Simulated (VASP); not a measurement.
# Sn (I4_1/amd) in VASP: a series of runs

Sn is run at these levels: PBE; tasks: single point.

All numbers are computed with VASP 6.6.1; they aren't measurements. Logs are shortened: lines on timing, memory, paths and dates and some standing lists are left out, and cuts for length are marked.

## Step 1: The cell of the first run

Symmetry: I4_1/amd, No. 141, tetragonal system. The conventional cell has a = 5.839 Å, b = 5.839 Å, c = 3.188 Å, α = 90.00°, β = 90.00°, γ = 90.00°. Sn (site symmetry -4m2) has 10 Sn at 3.03 to 3.77 Å within 4.0 Å.

## Step 2: Single point, PBE

The input, INCAR:

```
PREC     = Accurate       # precision mode
ENCUT    = 520            # plane-wave cutoff, eV
EDIFF    = 1E-6           # SCF threshold, eV
ISMEAR   = 0              # smearing method
SIGMA    = 0.1            # smearing width, eV
LREAL    = False          # projectors in reciprocal space
LASPH    = True           # aspherical terms in the spheres
NELM     = 80             # most SCF steps
ALGO     = Normal         # electronic algorithm
ISIF     = 2              # what is computed and relaxed
LWAVE    = False          # write WAVECAR
LCHARG   = False          # write CHGCAR
GGA      = PE             # functional
NBANDS   = 21             # bands
```

The input, KPOINTS:

```
regular mesh
0
Gamma
  6 6 6
```

The input, POSCAR:

```
Sn
1.0
   -2.9196440750      2.9196440750      1.5938000000
    2.9196440750     -2.9196440750      1.5938000000
    2.9196440750      2.9196440750     -1.5938000000
Sn
2
Direct
    0.0000000000      0.0000000000      0.0000000000
    0.7500000000      0.2500000000      0.5000000000
```

Potentials or basis: VASP PAW PBE potentials, release 64 (Sn_d).

The run is started by

```
> cat potpaw_PBE.64/Sn_d/POTCAR > POTCAR
> mpirun -np 1 vasp_std > vasp.out
```

OUTCAR:

```text
PREC = Accurate
   ENCUT = 520
   EDIFF = 1E-6
   ISMEAR = 0
   LREAL = False
   LASPH = True
   NELM = 80
   ISIF = 2
   GGA = PE

 ion  position               nearest neighbor table
   1  0.000  0.000  0.000-   2 3.03   2 3.03   2 3.03   2 3.03
   2  0.750  0.250  0.500-   1 3.03   1 3.03   1 3.03   1 3.03

  LATTYP: Found a body centered tetragonal cell.
 ALAT       =     5.8392881500
 C/A-ratio  =     0.5458884573

  Lattice vectors:

 A1 = (  -2.9196440750,   2.9196440750,   1.5938000000)
 A2 = (   2.9196440750,  -2.9196440750,   1.5938000000)
 A3 = (   2.9196440750,   2.9196440750,  -1.5938000000)

Analysis of symmetry for initial positions (statically):
=====================================================================
 Subroutine PRICEL returns:
 Original cell was already a primitive cell.

 Routine SETGRP: Setting up the symmetry group for a
 body centered tetragonal supercell.

 Subroutine GETGRP returns: Found 16 space group operations
 (whereof  8 operations were pure point group operations)
 out of a pool of 16 trial point group operations.

The static configuration has the point symmetry D_2d.
 The point group associated with its full space group is D_4h.

Analysis of symmetry for dynamics (positions and initial velocities):
=====================================================================
 Subroutine PRICEL returns:
 Original cell was already a primitive cell.

 Routine SETGRP: Setting up the symmetry group for a
 body centered tetragonal supercell.

 Subroutine GETGRP returns: Found 16 space group operations
 (whereof  8 operations were pure point group operations)
 out of a pool of 16 trial point group operations.

The dynamic configuration has the point symmetry D_2d.
 The point group associated with its full space group is D_4h.

 Subroutine INISYM returns: Found 16 space group operations
 (whereof  8 operations are pure point group operations),
 and found     1 'primitive' translations

----------------------------------------------------------------------------------------

                                     Primitive cell

  volume of cell :      54.3443

  direct lattice vectors                    reciprocal lattice vectors
    -2.919644075  2.919644075  1.593800000     0.000000000  0.171253751  0.313715648
     2.919644075 -2.919644075  1.593800000     0.171253751  0.000000000  0.313715648
     2.919644075  2.919644075 -1.593800000     0.171253751  0.171253751  0.000000000

  length of vectors
     4.425928320  4.425928320  4.425928320     0.357414822  0.357414822  0.242189378

  position of ions in fractional coordinates (direct lattice)
     0.000000000  0.000000000  0.000000000
     0.750000000  0.250000000  0.500000000

  ion indices of the primitive-cell ions
   primitive index   ion index
                 1           1
                 2           2

----------------------------------------------------------------------------------------

 KPOINTS: regular mesh

Automatic generation of k-mesh.
 Grid dimensions read from file:
 generate k-points for:    6    6    6

 Generating k-lattice:

  Cartesian coordinates                     Fractional coordinates (reciprocal lattice)
     0.000000000  0.028542292  0.052285941     0.166666667 -0.000000000  0.000000000
     0.028542292  0.000000000  0.052285941    -0.000000000  0.166666667  0.000000000
     0.028542292  0.028542292  0.000000000     0.000000000  0.000000000  0.166666667

  Length of vectors
     0.059569137  0.059569137  0.040364896

  Shift w.r.t. Gamma in fractional coordinates (k-lattice)
     0.000000000  0.000000000  0.000000000

 Subroutine IBZKPT returns following result:
 ===========================================

 Found     30 irreducible k-points:

 Following reciprocal coordinates:
            Coordinates               Weight
  0.000000  0.000000  0.000000      1.000000
  0.166667  0.000000 -0.000000      8.000000
  0.333333  0.000000 -0.000000      8.000000
  0.500000  0.000000  0.000000      4.000000
  0.166667  0.166667 -0.000000      8.000000
  0.333333  0.166667  0.000000     16.000000
[... 16 lines left out ...]
 -0.333333 -0.333333  0.166667      8.000000
 -0.166667 -0.333333  0.166667      8.000000
 [... further k-points ...]
   k-points           NKPTS =     30   k-points in BZ     NKDIM =     30   number of bands    NBANDS=     21
   number of dos      NEDOS =    301   number of ions     NIONS =      2
   total plane-waves  NPLWV =  46656
   dimension x,y,z NGX =    36 NGY =   36 NGZ =   36
   dimension x,y,z NGXF=    72 NGYF=   72 NGZF=   72
   ions per type =               2
   NGX,Y,Z   is equivalent  to a cutoff of  13.52, 13.52, 13.52 a.u.
   NGXF,Y,Z  is equivalent  to a cutoff of  27.04, 27.04, 27.04 a.u.
 SYSTEM =  unknown system
   PREC   = accura    normal or accurate (medium, high low for compatibility)
   ISTART =      0    job   : 0-new  1-cont  2-samecut
   ICHARG =      2    charge: 1-file 2-atom 10-const
   ISPIN  =      1    spin polarized calculation?
   LNONCOLLINEAR =      F non collinear calculations
   LSORBIT =      F    spin-orbit coupling
   LASPH  =      T    aspherical Exc in radial PAW
   ENCUT  =  520.0 eV  38.22 Ry    6.18 a.u.   8.23  8.23  8.23*2*pi/ulx,y,z
   NELM   =     80;   NELMIN=  2; NELMDL= -5     # of ELM steps
   EDIFF  = 0.1E-05   stopping-criterion for ELM
   LREAL  =      F    real-space projection
   EDIFFG = 0.1E-04   stopping-criterion for IOM
   NSW    =      0    number of steps for IOM
   IBRION =     -1    ionic relax: 0-MD 1-quasi-New 2-CG
   NFREE  =      0    steps in history (QN), initial steepest desc. (CG)
   ISIF   =      2    stress and relaxation
   ISYM   =      2    0-nonsym 1-usesym 2-fastsym
   POTIM  = 0.5000    time-step for ionic-motion
   TEBEG  =    0.0;   TEEND  =   0.0 temperature during run
   PSTRESS=    0.0 pullay stress
   NELECT =      28.0000    total number of electrons
   NUPDOWN=      -1.0000    fix difference up-down
   EMIN   =  10.00;   EMAX   =-10.00  energy-range for DOS
   EFERMI =   0.00;   METHOD = LEGACY
   ISMEAR =     0;   SIGMA  =   0.10  broadening in eV -4-tet -1-fermi 0-gaus
   EFERMI_NEDOS =   21; number of points for ismear=-14 and -15
   IALGO  =     38    algorithm
   IMIX   =      4    mixing-type and parameters
     AMIX     =   0.40;   BMIX     =  1.00
     AMIX_MAG =   1.60;   BMIX_MAG =  1.00
  volume/ion in A,a.u.               =      27.17       183.37
  Fermi-wavevector in a.u.,A,eV,Ry     =   1.312430  2.480134 23.435677  1.722474
  Thomas-Fermi vector in A             =   2.442823
   LORBIT       =      0    0 simple, 1 ext, 2 COOP (PROOUT), +10 PAW based schemes
   GGA     = PE    functional components
   LHFCALC =     F    Hartree Fock is set to
   AEXX    =    0.0000 exact exchange contribution
   IVDW    =     0    specifies the selected vdW correction
   LEPSILON=     F    determine dielectric tensor
   LRPA    =     F    only Hartree local field effects (RPA)
 non-spin polarized calculation
 Gauss-broadening in eV      SIGMA  =   0.10
  energy-cutoff  :      520.00
  volume of cell :       54.34
 maximum number of plane-waves:      1484
 NGX is ok and might be reduce to    36
   NGX = 17   NGY = 17   NGZ = 17

 number of electron      27.9999999 magnetization

 Free energy of the ion-electron system (eV)
  ---------------------------------------------------
  ext. energy  EPLUGINS =         0.00000000
  ---------------------------------------------------
  free energy    TOTEN  =        -7.58188825 eV

  energy without entropy =       -7.57617443  energy(sigma->0) =       -7.57903134

 E-fermi :   8.1179     XC(G=0): -10.2991

 val. band max:        8.0973632204   @ k =  -0.1667  -0.1667   0.1667
 cond. band min:       8.1344336258   @ k =  -0.1667   0.3333   0.1667
 fundamental gap:      0.0370704054
 Fermi energy:         8.1178613867

 k-point     1 :       0.0000    0.0000    0.0000
  band No.  band energies     occupation
      1     -13.6926      2.00000
      2     -13.6180      2.00000
      3     -13.5664      2.00000
      4     -13.5638      2.00000
      5     -13.4144      2.00000
      6     -13.4144      2.00000
[... 13 lines left out ...]
     20      17.8297      0.00000
     21      18.4794      0.00000

 k-point     2 :       0.1667    0.0000   -0.0000
  band No.  band energies     occupation
      1     -13.6759      2.00000
      2     -13.5693      2.00000
      3     -13.5477      2.00000
      4     -13.5110      2.00000
      5     -13.4454      2.00000
      6     -13.4299      2.00000
[... 13 lines left out ...]
     20      16.0492      0.00000
     21      16.4200      0.00000

 k-point     3 :       0.3333    0.0000   -0.0000
  band No.  band energies     occupation
      1     -13.6401      2.00000
      2     -13.5225      2.00000
      3     -13.5178      2.00000
      4     -13.5069      2.00000
      5     -13.4779      2.00000
      6     -13.4449      2.00000
[... 13 lines left out ...]
     20      14.6057      0.00000
     21      17.4491      0.00000

 k-point     4 :       0.5000    0.0000    0.0000
  band No.  band energies     occupation
      1     -13.6200      2.00000
      2     -13.5532      2.00000
      3     -13.5360      2.00000
      4     -13.4984      2.00000
      5     -13.4622      2.00000
      6     -13.4601      2.00000
[... 13 lines left out ...]
     20      17.5703      0.00000
     21      17.8313      0.00000

 k-point     5 :       0.1667    0.1667   -0.0000
  band No.  band energies     occupation
      1     -13.6524      2.00000
      2     -13.5257      2.00000
      3     -13.5206      2.00000
      4     -13.4759      2.00000
      5     -13.4685      2.00000
      6     -13.4580      2.00000
[... 13 lines left out ...]
     20      15.3554      0.00000
     21      15.7103      0.00000
[... 382 lines left out ...]
     20      18.2961      0.00000
     21      19.4283      0.00000

 k-point    22 :      -0.1667    0.5000    0.1667
  band No.  band energies     occupation
      1     -13.6020      2.00000
      2     -13.5380      2.00000
      3     -13.5075      2.00000
      4     -13.5004      2.00000
      5     -13.4529      2.00000
      6     -13.4458      2.00000
[... 13 lines left out ...]
     20      18.2724      0.00000
     21      18.3798      0.00000

 k-point    23 :      -0.3333   -0.3333    0.1667
  band No.  band energies     occupation
      1     -13.6028      2.00000
      2     -13.5347      2.00000
      3     -13.4796      2.00000
      4     -13.4725      2.00000
      5     -13.4647      2.00000
      6     -13.4426      2.00000
[... 13 lines left out ...]
     20      17.8545      0.00000
     21      18.7826      0.00000

 k-point    24 :      -0.1667   -0.3333    0.1667
  band No.  band energies     occupation
      1     -13.6286      2.00000
      2     -13.5279      2.00000
      3     -13.5170      2.00000
      4     -13.4868      2.00000
      5     -13.4784      2.00000
      6     -13.4599      2.00000
[... 13 lines left out ...]
     20      17.1417      0.00000
     21      18.9535      0.00000

 [... further k-points ...]

------------------------ aborting loop because EDIFF is reached ----------------------------------------

  FORCE on cell =-STRESS in cart. coord.  units (eV):
  Direction    XX          YY          ZZ          XY          YZ          ZX
  --------------------------------------------------------------------------------------
  -------------------------------------------------------------------------------------
  Total        1.0002149      1.0002149      0.3071264      0.0000000      0.0000000     -0.0000000
  in kB       29.4883348     29.4883348      9.0546994      0.0000000      0.0000000     -0.0000000
  external PRESSURE =      22.6771230 kB  Pullay stress =       0.0000000 kB

 VOLUME and BASIS-vectors are now :
 -----------------------------------------------------------------------------
  energy-cutoff  :      520.00
  volume of cell :       54.34
      direct lattice vectors                 reciprocal lattice vectors
    -2.919644075  2.919644075  1.593800000     0.000000000  0.171253751  0.313715648
     2.919644075 -2.919644075  1.593800000     0.171253751  0.000000000  0.313715648
     2.919644075  2.919644075 -1.593800000     0.171253751  0.171253751  0.000000000

 POSITION                                       TOTAL-FORCE (eV/Angst)
 -----------------------------------------------------------------------------------
      0.00000      0.00000      0.00000        -0.000000     -0.000000      0.000000
      0.00000      2.91964      0.79690         0.000000      0.000000     -0.000000
 -----------------------------------------------------------------------------------
    total drift:                               -0.000000      0.000000     -0.000000

  FREE ENERGIE OF THE ION-ELECTRON SYSTEM (eV)
  ---------------------------------------------------
  free  energy   TOTEN  =        -7.5818882501 eV

  energy  without entropy=       -7.5761744283  energy(sigma->0) =       -7.57903134
```

Wall time 19 s (1 thread of AMD EPYC 9R45 (Zen 5), shared host); peak memory 0.18 GiB.

Results:

| Item | Value |
| --- | --- |
| Free energy | -7.5819 eV |
| Pressure | 2.3 GPa |
| Band gap on the k mesh | zero (bands 14 and 15 overlap by 3.88 eV) |

Stress tensor (GPa, compression positive):
```
2.95 0.00 0.00
0.00 2.95 0.00
0.00 0.00 0.91
```

Caveat: the k points lie up to 0.37 Å⁻¹ apart, too coarse for converged energies and pressures of a metal; spin-orbit coupling is left out, which moves the levels of the heavy elements.

## Step 3: Single point, PBE

This run uses another cell than the first one, of 24.29 Å³/atom.

The input, INCAR:

```
PREC = Accurate
ENCUT = 520
EDIFF = 1E-7
ISMEAR = 0
SIGMA = 0.1
LREAL = F
LASPH = T
NELM = 100
ALGO = Fast
ISIF = 2
LWAVE = F
LCHARG = F
GGA = PE
NBANDS = 21
```

The input, KPOINTS:

```
Automatic mesh
0
Gamma
  16 16 16
```

The input, POSCAR:

```
Sn
1.0
   -2.8245721756      2.8245721756      1.5223375949
    2.8245721756     -2.8245721756      1.5223375949
    2.8245721756      2.8245721756     -1.5223375949
Sn
2
Direct
    0.0000000000      0.0000000000      0.0000000000
    0.7500000000      0.2500000000      0.5000000000
```

Potentials or basis: VASP PAW PBE potentials, release 64 (Sn_d).

The run is started by

```
> cat potpaw_PBE.64/Sn_d/POTCAR > POTCAR
> mpirun -np 1 vasp_std > vasp.out
```

Run time: 3 min. Hardware: 1 thread of AMD EPYC 9R45 (Zen 5), shared host; peak memory 0.36 GiB.

The run converged. Its results:

```yaml
Free_energy: -7.3765 eV
Pressure: 10.8 GPa
Band_gap_on_the_k_mesh: zero (bands 14 and 15 overlap by 4.90 eV)
```

Levels at points of the mesh, in eV from the Fermi level:
```csv
k point,band 12,band 13,band 14,band 15,band 16,band 17
"(0.00, 0.00, 0.00)",-3.43,-2.36,-2.36,2.73,6.67,6.67
"(0.50, 0.00, 0.00)",-5.81,-2.23,-2.03,-1.33,2.13,3.10
"(0.50, 0.50, 0.00)",-9.57,0.50,0.50,1.69,1.69,6.66
"(0.50, 0.50, 0.50)",-7.93,-5.51,-5.51,5.62,5.62,10.34
```

Caveat: the cell stands under pressure; spin-orbit coupling is left out, which moves the levels of the heavy elements.

## Step 4: Single point, PBE

This run uses another cell than the first one, of 24.29 Å³/atom.

The input, INCAR:

```
SYSTEM = Sn
PREC = Accurate
ENCUT = 520
EDIFF = 1E-6
ISMEAR = 0
SIGMA = 0.1
LREAL = .False.
LASPH = .True.
NELM = 100
ALGO = Fast
ISIF = 2
LWAVE = .False.
LCHARG = .False.
GGA = PE
NBANDS = 21
```

The input, KPOINTS:

```
regular mesh
0
Gamma
  16 16 16
  0 0 0
```

POSCAR is that of step 3.

The run is started by

```
> cat potpaw_PBE.64/Sn_d/POTCAR > POTCAR
> mpirun -np 1 vasp_std > vasp.out
```

It took 2.7 min on 1 thread of AMD EPYC 9R45 (Zen 5), shared host; peak memory 0.36 GiB.

The run converged. Its results:

- Free energy: -7.3765 eV
- Pressure: 10.8 GPa
- Band gap on the k mesh: zero (bands 14 and 15 overlap by 4.90 eV)

Levels at points of the mesh, in eV from the Fermi level:
```tsv
k point	band 12	band 13	band 14	band 15	band 16	band 17
(0.00, 0.00, 0.00)	-3.43	-2.36	-2.36	2.73	6.67	6.67
(0.50, 0.00, 0.00)	-5.81	-2.23	-2.03	-1.33	2.13	3.10
(0.50, 0.50, 0.00)	-9.57	0.50	0.50	1.69	1.69	6.66
(0.50, 0.50, 0.50)	-7.93	-5.51	-5.51	5.62	5.62	10.34
```

Caveat: the cell stands under pressure; spin-orbit coupling is left out, which moves the levels of the heavy elements.

## Step 5: Single point, PBE

This run uses another cell than the first one, of 24.32 Å³/atom.

The input, INCAR:

```
SYSTEM = Sn
PREC     = Accurate       ! precision mode
ENCUT    = 520            ! plane-wave cutoff, eV
EDIFF    = 1E-6           ! SCF threshold, eV
ISMEAR   = -1             ! smearing method
SIGMA    = 0.15           ! smearing width, eV
LREAL    = .False.        ! projectors in reciprocal space
LASPH    = .True.         ! aspherical terms in the spheres
NELM     = 80             ! most SCF steps
ALGO     = Fast           ! electronic algorithm
ISIF     = 2              ! what is computed and relaxed
LWAVE    = .False.        ! write WAVECAR
LCHARG   = .True.         ! write CHGCAR
GGA      = PE             ! functional
LELF     = .True.         ! ELF
LVHAR    = .True.       
NBANDS   = 21             ! bands
```

The input, KPOINTS:

```
Automatic mesh
0
Gamma
  16 16 16
  0 0 0
```

The input, POSCAR:

```
Sn
1.0
   -2.8263373078      2.8263373078      1.5221246185
    2.8263373078     -2.8263373078      1.5221246185
    2.8263373078      2.8263373078     -1.5221246185
Sn
2
Direct
    0.0000000000      0.0000000000      0.0000000000
    0.7500000000      0.2500000000      0.5000000000
```

The run is started by

```
> cat potpaw_PBE.64/Sn_d/POTCAR > POTCAR
> mpirun -np 1 vasp_std > vasp.out
```

Wall time 2.7 min (1 thread of AMD EPYC 9R45 (Zen 5), shared host); peak memory 0.36 GiB.

It converged, with:

```
Free energy            : -7.4074 eV
Pressure               : 10.8 GPa
Band gap on the k mesh : zero (bands 14 and 15 overlap by 4.89 eV)
```

Levels at points of the mesh, in eV from the Fermi level:
```csv
k point,band 10,band 11,band 12,band 13,band 14,band 15,band 16,band 17,band 18,band 19
"(0.00, 0.00, 0.00)",-21.20,-12.02,-3.43,-2.35,-2.35,2.74,6.67,6.67,7.81,7.92
"(0.50, 0.00, 0.00)",-21.27,-7.09,-5.79,-2.22,-2.02,-1.31,2.14,3.10,5.20,7.45
"(0.50, 0.50, 0.00)",-21.36,-9.56,-9.56,0.50,0.50,1.68,1.68,6.68,6.68,10.33
"(0.50, 0.50, 0.50)",-21.44,-7.92,-7.92,-5.50,-5.50,5.64,5.64,10.32,10.32,12.94
```

Caveat: the cell stands under pressure; spin-orbit coupling is left out, which moves the levels of the heavy elements.

## Step 6: Overview

```csv
cell,k mesh,smearing,gap on the mesh (eV),pressure (GPa)
"a = 4.426 Å, angles 97.5, 97.5, 137.8°, 2 atoms",6 × 6 × 6,gaussian 0.1 eV,none,2.3
"a = 4.275 Å, angles 97.3, 97.3, 138.3°, 2 atoms",16 × 16 × 16,gaussian 0.1 eV,none,10.8
"a = 4.277 Å, angles 97.3, 97.3, 138.3°, 2 atoms",16 × 16 × 16,fermi-dirac 0.15 eV,none,10.8
```

Alike in all rows: task single point; level PBE; potentials or basis VASP PAW PBE potentials, release 64 (Sn_d); no spin polarisation; cutoff (eV) 520.

Caveats: some runs use coarse meshes; spin-orbit coupling is left out, which moves the levels of the heavy elements; the cell stands under pressure (at least some runs).

Total energies depend on the potentials used, so only differences within one code and one set of settings carry meaning.

The gap in the log of VASP goes by the Fermi energy; the results here count the filled bands.